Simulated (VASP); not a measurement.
A run of VASP 6.6.1 is set up as follows.

The input POSCAR:

```
ZnS
1.0
    0.0000000000      2.6839594275      2.6839594275
    2.6839594275      0.0000000000      2.6839594275
    2.6839594275      2.6839594275      0.0000000000
Zn S
1 1
Direct
    0.0000000000      0.0000000000      0.0000000000
    0.7500000000      0.7500000000      0.7500000000
```

The input INCAR.step1:

```
ALGO     = Normal         # electronic algorithm
EDIFF    = 1E-4           # SCF threshold, eV
ENCUT    = 520            # plane-wave cutoff, eV
GGA      = PE             # functional
ISMEAR   = 0              # smearing method
LASPH    = True           # aspherical terms in the spheres
LCHARG   = False          # write CHGCAR
LREAL    = False          # projectors in reciprocal space
LWAVE    = True           # write WAVECAR
NBANDS   = 16             # bands
NELM     = 80             # most SCF steps
PREC     = Accurate       # precision mode
SIGMA    = 0.02           # smearing width, eV
```

Contents of INCAR.step2:

```
ALGO     = Normal         # electronic algorithm
EDIFF    = 1E-6           # SCF threshold, eV
ENCUT    = 520            # plane-wave cutoff, eV
ISIF     = 2              # what is computed and relaxed
ISMEAR   = 0              # smearing method
ISTART   = 1            
LASPH    = True           # aspherical terms in the spheres
LCHARG   = False          # write CHGCAR
LMIXTAU  = True         
LREAL    = False          # projectors in reciprocal space
LWAVE    = False          # write WAVECAR
METAGGA  = R2SCAN         # meta-GGA
NBANDS   = 16             # bands
NELM     = 80             # most SCF steps
PREC     = Accurate       # precision mode
SIGMA    = 0.02           # smearing width, eV
```

File KPOINTS:

```
k-points
0
Gamma
  10 10 10
```

Potentials or basis: VASP PAW PBE potentials, release 64 (Zn, S).

Launch:

```console
$ cat potpaw_PBE.64/Zn/POTCAR potpaw_PBE.64/S/POTCAR > POTCAR
$ cp INCAR.step1 INCAR
$ mpirun -np 1 vasp_std > vasp.out
$ cp INCAR.step2 INCAR
$ mpirun -np 1 vasp_std > vasp.out
```

Task: What does it give for the pressure?

Result: 0.9 GPa.

Task: Predict the band gap on the k mesh.

Result: 2.77 eV.

Caveat: the cell differs from its parent crystal (strained); the PAW data sets were made with another functional, which shifts forces and pressure a little.
